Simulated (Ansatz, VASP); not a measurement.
FeO in VASP and in Ansatz

INCAR

```
PREC = Accurate
ENCUT = 520
EDIFF = 1E-6
ISMEAR = -1
SIGMA = 0.05
LREAL = False
LASPH = True
NELM = 150
ALGO = Normal
ISIF = 2
LWAVE = False
LCHARG = False
ISPIN = 2
MAGMOM = 3 0
LORBIT = 11
LMAXMIX = 4
NBANDS = 18
```

File KPOINTS:

```
Automatic mesh
0
Gamma
  11 11 11
```

The input POSCAR:

```
FeO
1.0
    1.5086271663      0.8710063006      2.5026668604
   -1.5086271663      0.8710063006      2.5026668604
    0.0000000000     -1.7420126011      2.5026668604
Fe O
1 1
Direct
    0.0000000000      0.0000000000      0.0000000000
    0.5000000000      0.5000000000      0.5000000000
```

input.yaml

```yaml
crystal:
  lattice:
    - [1.5086271663, 0.8710063006, 2.5026668604]
    - [-1.5086271663, 0.8710063006, 2.5026668604]
    - [0.0, -1.7420126011, 2.5026668604]
  atoms:
    - { symbol: Fe, position: [0.0, 0.0, 0.0], spin: 3.0 }
    - { symbol: O, position: [0.5, 0.5, 0.5] }
kpoints:
  mp_grid: { grid: [11, 11, 11] }
scf:
  occupations: { method: fermi_dirac, width: 0.05 }
hamiltonian:
  xc: lda
  pseudopotentials: { kind: all_electron, lapw: { basis_error: 0.001 } }
magnetization:
  spin_polarized: true
output:
  forces: true
  stress: true
  eigenvalues: true
```

Change from the starting cell: volume scaled by 0.98.

Alike in both runs: task single point; functional LDA; k mesh 11 × 11 × 11; occupations fermi-dirac, width 0.05 eV; collinear spin.

```csv
,VASP,Ansatz
version,VASP 6.6.1,Ansatz 0.2.0
potentials or method,"VASP PAW LDA potentials, release 64 (Fe, O), cutoff 520 eV","all-electron LAPW, scalar-relativistic"
```

|  | VASP | Ansatz | Ansatz less VASP |
| --- | --- | --- | --- |
| gap on the k mesh at the Fermi level (eV) | none | none | - |
| pressure (GPa) | -13.1 | -13.2 | -0.08 |
| traceless stress, the component that is largest in VASP (GPa) | -0.70 | -0.70 | -0.004 |
| net moment per atom (μB) | 1.99 | 2.00 | +0.009 |
| size of the moment on the site where the two differ most (μB) | 0.32 | 0.34 | +0.026 |

LDA's correlation is that of Perdew and Zunger in VASP and of Perdew and Wang (1992) in Ansatz. Site moments also hang on the region over which each program counts them. A gap of «none» marks a metal or a gap that the smearing closes. Ansatz ran all-electron here, and VASP with PAW potentials.
